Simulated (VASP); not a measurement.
# Al2Au (Fm-3m) in VASP: notebook

Al2Au is run at these levels: r2SCAN; tasks: single point.

Program: VASP 6.6.1. These are calculated values, not measurements. Logs are shortened: lines on timing, memory, paths and dates and some standing lists are left out, and cuts for length are marked.

## (1) The cell of the first run

Symmetry: Fm-3m, No. 225, cubic system. The conventional cell has a = 6.011 Å, b = 6.011 Å, c = 6.011 Å, α = 90.00°, β = 90.00°, γ = 90.00°. Al (site symmetry -43m) has 4 Au at 2.60 Å and 6 Al at 3.01 Å within 3.4 Å. Within 3.4 Å of Au (site symmetry m-3m) lie 8 Al at 2.60 Å.

## (2) Single point, r2SCAN

POSCAR reads:

```
Al2Au
1.0
    0.0000000000      3.0053203284      3.0053203284
    3.0053203284      0.0000000000      3.0053203284
    3.0053203284      3.0053203284      0.0000000000
Al Au
2 1
Direct
    0.2500000000      0.2500000000      0.2500000000
    0.7500000000      0.7500000000      0.7500000000
    0.0000000000      0.0000000000      0.0000000000
```

INCAR.step1 reads:

```
SYSTEM = Al2Au
  ALGO = Normal
  EDIFF = 1E-4
  ENCUT = 520
  GGA = PE
  ISMEAR = -1
  LASPH = .TRUE.
  LCHARG = .FALSE.
  LREAL = .FALSE.
  LWAVE = .TRUE.
  NBANDS = 16
  NELM = 60
  PREC = Accurate
  SIGMA = 0.1
```

INCAR.step2 reads:

```
SYSTEM = Al2Au
  ALGO = Normal
  EDIFF = 1E-6
  ENCUT = 520
  ISIF = 2
  ISMEAR = -1
  ISTART = 1
  LASPH = .TRUE.
  LCHARG = .FALSE.
  LMIXTAU = .TRUE.
  LREAL = .FALSE.
  LWAVE = .FALSE.
  METAGGA = R2SCAN
  NBANDS = 16
  NELM = 60
  PREC = Accurate
  SIGMA = 0.1
```

KPOINTS reads:

```
k-points
0
G
  9 9 9
  0 0 0
```

Potentials or basis: VASP PAW PBE potentials, release 64 (Al, Au).

On the command line:

```
$ cat potpaw_PBE.64/Al/POTCAR potpaw_PBE.64/Au/POTCAR > POTCAR
$ cp INCAR.step1 INCAR
$ mpirun -np 1 vasp_std > vasp.out
$ cp INCAR.step2 INCAR
$ mpirun -np 1 vasp_std > vasp.out
```

OUTCAR:

```text
SYSTEM = Al2Au
   EDIFF = 1E-6
   ENCUT = 520
   ISIF = 2
   ISMEAR = -1
   ISTART = 1
   LASPH = .TRUE.
   LREAL = .FALSE.
   METAGGA = R2SCAN
   NELM = 60
   PREC = Accurate

 ion  position               nearest neighbor table
   1  0.250  0.250  0.250-   3 2.60   3 2.60   3 2.60   3 2.60   2 3.01   2 3.01   2 3.01   2 3.01
                             2 3.01   2 3.01
   2  0.750  0.750  0.750-   3 2.60   3 2.60   3 2.60   3 2.60   1 3.01   1 3.01   1 3.01   1 3.01
                             1 3.01   1 3.01
   3  0.000  0.000  0.000-   2 2.60   2 2.60   2 2.60   1 2.60   2 2.60   1 2.60   1 2.60   1 2.60

  LATTYP: Found a face centered cubic cell.
 ALAT       =     6.0106406568

  Lattice vectors:

 A1 = (   0.0000000000,   3.0053203284,   3.0053203284)
 A2 = (   3.0053203284,   0.0000000000,   3.0053203284)
 A3 = (   3.0053203284,   3.0053203284,   0.0000000000)

Analysis of symmetry for initial positions (statically):
=====================================================================
 Subroutine PRICEL returns:
 Original cell was already a primitive cell.

 Routine SETGRP: Setting up the symmetry group for a
 face centered cubic supercell.

 Subroutine GETGRP returns: Found 48 space group operations
 (whereof 48 operations were pure point group operations)
 out of a pool of 48 trial point group operations.

The static configuration has the point symmetry O_h .

Analysis of symmetry for dynamics (positions and initial velocities):
=====================================================================
 Subroutine PRICEL returns:
 Original cell was already a primitive cell.

 Routine SETGRP: Setting up the symmetry group for a
 face centered cubic supercell.

 Subroutine GETGRP returns: Found 48 space group operations
 (whereof 48 operations were pure point group operations)
 out of a pool of 48 trial point group operations.

The dynamic configuration has the point symmetry O_h .

 Subroutine INISYM returns: Found 48 space group operations
 (whereof 48 operations are pure point group operations),
 and found     1 'primitive' translations

----------------------------------------------------------------------------------------

                                     Primitive cell

  volume of cell :      54.2878

  direct lattice vectors                    reciprocal lattice vectors
     0.000000000  3.005320328  3.005320328    -0.166371616  0.166371616  0.166371616
     3.005320328  0.000000000  3.005320328     0.166371616 -0.166371616  0.166371616
     3.005320328  3.005320328  0.000000000     0.166371616  0.166371616 -0.166371616

  length of vectors
     4.250164768  4.250164768  4.250164768     0.288164092  0.288164092  0.288164092

  position of ions in fractional coordinates (direct lattice)
     0.250000000  0.250000000  0.250000000
     0.750000000  0.750000000  0.750000000
     0.000000000  0.000000000  0.000000000

  ion indices of the primitive-cell ions
   primitive index   ion index
                 1           1
                 2           2
                 3           3

----------------------------------------------------------------------------------------

 KPOINTS: k-points

Automatic generation of k-mesh.
 Grid dimensions read from file:
 generate k-points for:    9    9    9

 Generating k-lattice:

  Cartesian coordinates                     Fractional coordinates (reciprocal lattice)
    -0.018485735  0.018485735  0.018485735     0.111111111  0.000000000  0.000000000
     0.018485735 -0.018485735  0.018485735     0.000000000  0.111111111  0.000000000
     0.018485735  0.018485735 -0.018485735     0.000000000  0.000000000  0.111111111

  Length of vectors
     0.032018232  0.032018232  0.032018232

  Shift w.r.t. Gamma in fractional coordinates (k-lattice)
     0.000000000  0.000000000  0.000000000

 Subroutine IBZKPT returns following result:
 ===========================================

 Found     35 irreducible k-points:

 Following reciprocal coordinates:
            Coordinates               Weight
  0.000000  0.000000  0.000000      1.000000
  0.111111  0.000000  0.000000      8.000000
  0.222222  0.000000  0.000000      8.000000
  0.333333  0.000000  0.000000      8.000000
  0.444444  0.000000  0.000000      8.000000
  0.111111  0.111111  0.000000      6.000000
[... 16 lines left out ...]
 -0.333333  0.333333  0.000000     12.000000
  0.444444  0.444444  0.000000      6.000000
 [... further k-points ...]
   k-points           NKPTS =     35   k-points in BZ     NKDIM =     35   number of bands    NBANDS=     16
   number of dos      NEDOS =    301   number of ions     NIONS =      3
   total plane-waves  NPLWV =  32768
   dimension x,y,z NGX =    32 NGY =   32 NGZ =   32
   dimension x,y,z NGXF=    64 NGYF=   64 NGZF=   64
   ions per type =               2   1
   NGX,Y,Z   is equivalent  to a cutoff of  12.52, 12.52, 12.52 a.u.
   NGXF,Y,Z  is equivalent  to a cutoff of  25.03, 25.03, 25.03 a.u.
 SYSTEM =  Al2Au
   PREC   = accura    normal or accurate (medium, high low for compatibility)
   ISTART =      1    job   : 0-new  1-cont  2-samecut
   ICHARG =      0    charge: 1-file 2-atom 10-const
   ISPIN  =      1    spin polarized calculation?
   LNONCOLLINEAR =      F non collinear calculations
   LSORBIT =      F    spin-orbit coupling
   LASPH  =      T    aspherical Exc in radial PAW
   ENCUT  =  520.0 eV  38.22 Ry    6.18 a.u.   7.90  7.90  7.90*2*pi/ulx,y,z
   NELM   =     60;   NELMIN=  2; NELMDL=  0     # of ELM steps
   EDIFF  = 0.1E-05   stopping-criterion for ELM
   LREAL  =      F    real-space projection
   EDIFFG = 0.1E-04   stopping-criterion for IOM
   NSW    =      0    number of steps for IOM
   IBRION =     -1    ionic relax: 0-MD 1-quasi-New 2-CG
   NFREE  =      0    steps in history (QN), initial steepest desc. (CG)
   ISIF   =      2    stress and relaxation
   ISYM   =      2    0-nonsym 1-usesym 2-fastsym
   POTIM  = 0.5000    time-step for ionic-motion
   TEBEG  =    0.0;   TEEND  =   0.0 temperature during run
   PSTRESS=    0.0 pullay stress
   NELECT =      17.0000    total number of electrons
   NUPDOWN=      -1.0000    fix difference up-down
   EMIN   =  10.00;   EMAX   =-10.00  energy-range for DOS
   EFERMI =   0.00;   METHOD = LEGACY
   ISMEAR =    -1;   SIGMA  =   0.10  broadening in eV -4-tet -1-fermi 0-gaus
   EFERMI_NEDOS =   21; number of points for ismear=-14 and -15
   IALGO  =     38    algorithm
   IMIX   =      4    mixing-type and parameters
     AMIX     =   0.40;   BMIX     =  1.00
     AMIX_MAG =   1.60;   BMIX_MAG =  1.00
  volume/ion in A,a.u.               =      18.10       122.12
  Fermi-wavevector in a.u.,A,eV,Ry     =   1.111707  2.100822 16.815340  1.235893
  Thomas-Fermi vector in A             =   2.248273
   LORBIT       =      0    0 simple, 1 ext, 2 COOP (PROOUT), +10 PAW based schemes
   METAGGA = R2SCAN    functional components
   LHFCALC =     F    Hartree Fock is set to
   AEXX    =    0.0000 exact exchange contribution
   IVDW    =     0    specifies the selected vdW correction
   LEPSILON=     F    determine dielectric tensor
   LRPA    =     F    only Hartree local field effects (RPA)
 non-spin polarized calculation
  energy-cutoff  :      520.00
  volume of cell :       54.29
 maximum number of plane-waves:      1484
   NGX = 15   NGY = 15   NGZ = 15

 number of electron      17.0000001 magnetization

 Free energy of the ion-electron system (eV)
  ---------------------------------------------------
  ext. energy  EPLUGINS =         0.00000000
  ---------------------------------------------------
  free energy    TOTEN  =       -65.55714253 eV

  energy without entropy =      -65.52472721  energy(sigma->0) =      -65.54093487

 E-fermi :   7.6521     XC(G=0): -11.2468

 val. band max:        7.6071324236   @ k =  -0.1111   0.1111   0.0000
 cond. band min:       7.7020609468   @ k =   0.4444   0.2222   0.1111
 fundamental gap:      0.0949285231
 Fermi energy:         7.6521043575

 k-point     1 :       0.0000    0.0000    0.0000
  band No.  band energies     occupation
      1      -3.4070      2.00000
      2       0.7391      2.00000
      3       0.7391      2.00000
      4       0.7391      2.00000
      5       1.7361      2.00000
      6       1.7361      2.00000
[... 8 lines left out ...]
     15      13.9141      0.00000
     16      13.9141      0.00000

 k-point     2 :       0.1111    0.0000    0.0000
  band No.  band energies     occupation
      1      -3.2370      2.00000
      2       0.6888      2.00000
      3       0.7821      2.00000
      4       0.7821      2.00000
      5       1.7281      2.00000
      6       1.7281      2.00000
[... 8 lines left out ...]
     15      13.4908      0.00000
     16      13.6184      0.00000

 k-point     3 :       0.2222    0.0000    0.0000
  band No.  band energies     occupation
      1      -2.7454      2.00000
      2       0.5814      2.00000
      3       0.8806      2.00000
      4       0.8806      2.00000
      5       1.7296      2.00000
      6       1.7296      2.00000
[... 8 lines left out ...]
     15      14.0322      0.00000
     16      14.3782      0.00000

 k-point     4 :       0.3333    0.0000    0.0000
  band No.  band energies     occupation
      1      -2.0178      2.00000
      2       0.5403      2.00000
      3       0.9625      2.00000
      4       0.9625      2.00000
      5       1.7847      2.00000
      6       1.7847      2.00000
[... 8 lines left out ...]
     15      15.4309      0.00000
     16      15.7706      0.00000
[... 324 lines left out ...]
 k-point    22 :      -0.4444    0.3333    0.0000
  band No.  band energies     occupation
      1      -0.1508      2.00000
      2       0.3375      2.00000
      3       0.8948      2.00000
      4       1.4595      2.00000
      5       1.9023      2.00000
      6       1.9341      2.00000
[... 8 lines left out ...]
     15      17.5013      0.00000
     16      18.3831      0.00000

 k-point    23 :      -0.3333    0.3333    0.0000
  band No.  band energies     occupation
      1      -0.3244      2.00000
      2       0.4590      2.00000
      3       1.0551      2.00000
      4       1.4003      2.00000
      5       1.5628      2.00000
      6       1.7472      2.00000
[... 8 lines left out ...]
     15      16.3055      0.00000
     16      18.0394      0.00000

 k-point    24 :       0.4444    0.4444    0.0000
  band No.  band energies     occupation
      1      -0.1258      2.00000
      2       0.0634      2.00000
      3       1.1960      2.00000
      4       1.5627      2.00000
      5       1.5627      2.00000
      6       2.0529      2.00000
[... 8 lines left out ...]
     15      18.4339      0.00000
     16      19.2730      0.00000

 [... further k-points ...]
[... 5 lines left out ...]
  --------------------------------------------------------------------------------------
  -------------------------------------------------------------------------------------
  Total       -0.1080261     -0.1080261     -0.1080261     -0.0000000     -0.0000000      0.0000000
  in kB       -3.1881366     -3.1881366     -3.1881366     -0.0000000     -0.0000000      0.0000000
  external PRESSURE =      -3.1881366 kB  Pullay stress =       0.0000000 kB

 VOLUME and BASIS-vectors are now :
 -----------------------------------------------------------------------------
  energy-cutoff  :      520.00
  volume of cell :       54.29
      direct lattice vectors                 reciprocal lattice vectors
     0.000000000  3.005320328  3.005320328    -0.166371616  0.166371616  0.166371616
     3.005320328  0.000000000  3.005320328     0.166371616 -0.166371616  0.166371616
     3.005320328  3.005320328  0.000000000     0.166371616  0.166371616 -0.166371616

 POSITION                                       TOTAL-FORCE (eV/Angst)
 -----------------------------------------------------------------------------------
      1.50266      1.50266      1.50266        -0.000000     -0.000000      0.000000
      4.50798      4.50798      4.50798        -0.000000     -0.000000     -0.000000
      0.00000      0.00000      0.00000         0.000000      0.000000      0.000000
 -----------------------------------------------------------------------------------
    total drift:                                0.000000     -0.000000      0.000000

  FREE ENERGIE OF THE ION-ELECTRON SYSTEM (eV)
  ---------------------------------------------------
  free  energy   TOTEN  =       -65.5571425260 eV

  energy  without entropy=      -65.5247272115  energy(sigma->0) =      -65.54093487
```

Wall time 75 s (1 thread of Intel Xeon Platinum 8259CL at 2.50GHz (Skylake/Cascade Lake), shared host); peak memory 0.2 GiB.

What came out:

* Free energy: -65.5571 eV
* Pressure: -0.3 GPa

Levels at points of the mesh, in eV from the Fermi level:
| k point | band 5 | band 6 | band 7 | band 8 | band 9 | band 10 | band 11 | band 12 | band 13 | band 14 |
| --- | --- | --- | --- | --- | --- | --- | --- | --- | --- | --- |
| (0.00, 0.00, 0.00) | -5.92 | -5.92 | 2.86 | 3.05 | 3.05 | 3.05 | 4.16 | 4.16 | 4.16 | 6.26 |

Caveat: the PAW data sets were made with another functional, which shifts forces and pressure a little; spin-orbit coupling is left out, which moves the levels of the heavy elements.

## (3) Single point, r2SCAN

This run uses another cell than the first one, of 17.01 Å³/atom, 0.940 times its volume.

POSCAR reads:

```
Al2Au
1.0
    0.0000000000      2.9439700500      2.9439700500
    2.9439700500      0.0000000000      2.9439700500
    2.9439700500      2.9439700500      0.0000000000
Al Au
2 1
Direct
    0.2500000000      0.2500000000      0.2500000000
    0.7500000000      0.7500000000      0.7500000000
    0.0000000000      0.0000000000      0.0000000000
```

INCAR.step1 reads:

```
  PREC = Accurate
  ENCUT = 520
  ISMEAR = -1
  SIGMA = 0.1
  LREAL = F
  LASPH = T
  NELM = 100
  NBANDS = 16
  GGA = PE
  ALGO = Normal
  EDIFF = 1E-4
  LWAVE = T
  LCHARG = F
```

INCAR.step2 reads:

```
  PREC = Accurate
  ENCUT = 520
  EDIFF = 1E-6
  ISMEAR = -1
  SIGMA = 0.1
  LREAL = F
  LASPH = T
  NELM = 100
  ALGO = Normal
  ISIF = 2
  LWAVE = F
  LCHARG = T
  METAGGA = R2SCAN
  LMIXTAU = T
  LELF = T
  LVHAR = T
  NBANDS = 16
  ISTART = 1
```

KPOINTS reads:

```
Automatic mesh
0
Gamma
  10 10 10
```

Potentials or basis: VASP PAW PBE potentials, release 64 (Al, Au).

On the command line:

```
$ cat potpaw_PBE.64/Al/POTCAR potpaw_PBE.64/Au/POTCAR > POTCAR
$ cp INCAR.step1 INCAR
$ mpirun -np 1 vasp_std > vasp.out
$ cp INCAR.step2 INCAR
$ mpirun -np 1 vasp_std > vasp.out
```

Wall time 88 s (1 thread of Intel Xeon Platinum 8259CL at 2.50GHz (Skylake/Cascade Lake), shared host); peak memory 0.2 GiB.

It converged, with:

```
Free energy : -65.4819 eV
Pressure    : 8.1 GPa
```

Levels at points of the mesh, in eV from the Fermi level:
```tsv
k point	band 6	band 7	band 8	band 9	band 10	band 11	band 12	band 13
(0.00, 0.00, 0.00)	-6.19	3.08	3.08	3.08	3.37	4.49	4.49	4.49
(0.50, 0.00, 0.00)	-6.03	-5.94	0.32	0.32	3.96	4.32	4.32	4.59
(0.50, 0.50, 0.00)	-5.82	-5.49	-2.37	-2.37	1.96	2.44	8.06	11.20
```

Caveat: the PAW data sets were made with another functional, which shifts forces and pressure a little; spin-orbit coupling is left out, which moves the levels of the heavy elements.
